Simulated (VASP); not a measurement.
Here is a VASP 6.6.1 calculation.

INCAR

```
SYSTEM = GaP
ALGO     = Normal         ! electronic algorithm
EDIFF    = 1E-6           ! SCF threshold, eV
ENCUT    = 500            ! plane-wave cutoff, eV
GGA      = PE             ! functional
GGA_COMPAT= .FALSE.      
ISIF     = 2              ! what is computed and relaxed
ISMEAR   = 0              ! smearing method
LASPH    = .TRUE.         ! aspherical terms in the spheres
LCHARG   = .FALSE.        ! write CHGCAR
LREAL    = .FALSE.        ! projectors in reciprocal space
LWAVE    = .FALSE.        ! write WAVECAR
NBANDS   = 16             ! bands
NELM     = 120            ! most SCF steps
PREC     = Accurate       ! precision mode
SIGMA    = 0.01           ! smearing width, eV
```

Contents of KPOINTS:

```
k-points
0
G
  8 8 8
  0 0 0
```

File POSCAR:

```
GaP
1.0
    0.0000000000      2.7255000000      2.7255000000
    2.7255000000      0.0000000000      2.7255000000
    2.7255000000      2.7255000000      0.0000000000
Ga P
1 1
Direct
    0.0000000000      0.0000000000      0.0000000000
    0.2500000000      0.2500000000      0.2500000000
```

Potentials or basis: VASP PAW PBE potentials, release 64 (Ga_d, P).

Command:

```bash
$ cat potpaw_PBE.64/Ga_d/POTCAR potpaw_PBE.64/P/POTCAR > POTCAR
$ mpirun -np 1 vasp_std > vasp.out
```

**Question.** Predict the pressure.

**Answer.** 2.4 GPa.

**Question.** Estimate the band gap on the k mesh.

**Answer.** 1.64 eV, indirect (least direct gap 1.82 eV).

A k mesh can miss the band edges. PBE gaps usually lie below the measured ones, often by a third to a half.
